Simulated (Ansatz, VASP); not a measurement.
**Two plane-wave programs on HfNbSe4**

The input INCAR:

```
  ALGO = Normal
  EDIFF = 1E-7
  ENCUT = 520
  GGA = PE
  ISIF = 2
  ISMEAR = 0
  ISPIN = 2
  LASPH = T
  LCHARG = F
  LMAXMIX = 4
  LORBIT = 11
  LREAL = F
  LWAVE = F
  MAGMOM = 0.05 1.33 -0.05 -0.05 -0.05 -0.05
  NBANDS = 36
  NELM = 150
  PREC = Accurate
  SIGMA = 0.1
```

File KPOINTS:

```
k-points
0
Gamma
  4 4 4
```

File POSCAR:

```
HfNbSe4
1.0
    4.5955620900      0.0000000000      0.0000000000
    0.0000000000      4.5955620900      0.0000000000
    0.0000000000      0.0000000000      6.6335812900
Hf Nb Se
1 1 4
Direct
    0.0000000000      0.0000000000      0.5000000000
    0.5000000000      0.5000000000      0.0000000000
    0.5000000000      0.0000000000      0.2657380100
    0.5000000000      0.0000000000      0.7342619900
    0.0000000000      0.5000000000      0.7342619900
    0.0000000000      0.5000000000      0.2657380100
```

Input for Ansatz:

```yaml
crystal:
  lattice:
    - [4.59556209, 0.0, 0.0]
    - [0.0, 4.59556209, 0.0]
    - [0.0, 0.0, 6.63358129]
  atoms:
    - { symbol: Hf, position: [0.0, 0.0, 0.5] }
    - { symbol: Nb, position: [0.5, 0.5, 0.0] }
    - { symbol: Se, position: [0.5, 0.0, 0.26573801] }
    - { symbol: Se, position: [0.5, 0.0, 0.73426199] }
    - { symbol: Se, position: [0.0, 0.5, 0.73426199] }
    - { symbol: Se, position: [0.0, 0.5, 0.26573801] }
basis:
  ecutwfc: 420
kpoints:
  mp_grid: { grid: [4, 4, 4] }
hamiltonian:
  xc: pbe
scf:
  occupations: { method: gaussian, width: 0.1 }
  lower_state_search: "off"
output:
  forces: true
  stress: true
  eigenvalues: true
  populations: true
magnetization:
  spin_polarized: true
```

Change from the starting cell: species swapped into the CaSnF4 type (P4/mmm, No. 123).

Alike in both runs: task single point; functional PBE; k mesh 4 × 4 × 4; occupations gaussian, width 0.1 eV; collinear spin.

|  | VASP | Ansatz |
| --- | --- | --- |
| version | VASP 6.6.1 | Ansatz 0.2.0 |
| potentials or method | VASP PAW PBE potentials, release 64 (Hf_pv, Nb_sv, Se), cutoff 520 eV | scalar-relativistic, plane waves, PAW |
| valence electrons in the cell | 47 | 103 |

|  | VASP | Ansatz | Ansatz less VASP |
| --- | --- | --- | --- |
| gap on the k mesh at the Fermi level (eV) | none | none | - |
| pressure (GPa) | -1.4 | -1.2 | +0.21 |
| traceless stress, the component that is largest in VASP (GPa) | -1.92 | -1.93 | -0.009 |
| rms of the force components (eV/Å) | 0.605 | 0.616 | +0.0111 |
| net moment per atom (μB) | 0.25 | 0.25 | 0.000 |
| size of the moment on the site where the two differ most (μB) | 0.06 | 0.04 | -0.020 |

Site moments also hang on the region over which each program counts them. Atom by atom the forces differ by 0.011 eV/Å (rms over components). A gap of «none» marks a metal or a gap that the smearing closes. VASP's potentials hold 47 valence electrons a cell and Ansatz's 103, so a difference there can come from the potentials and not from the codes. Ansatz's warnings: no starting moments.

Neither program's run includes spin-orbit coupling.
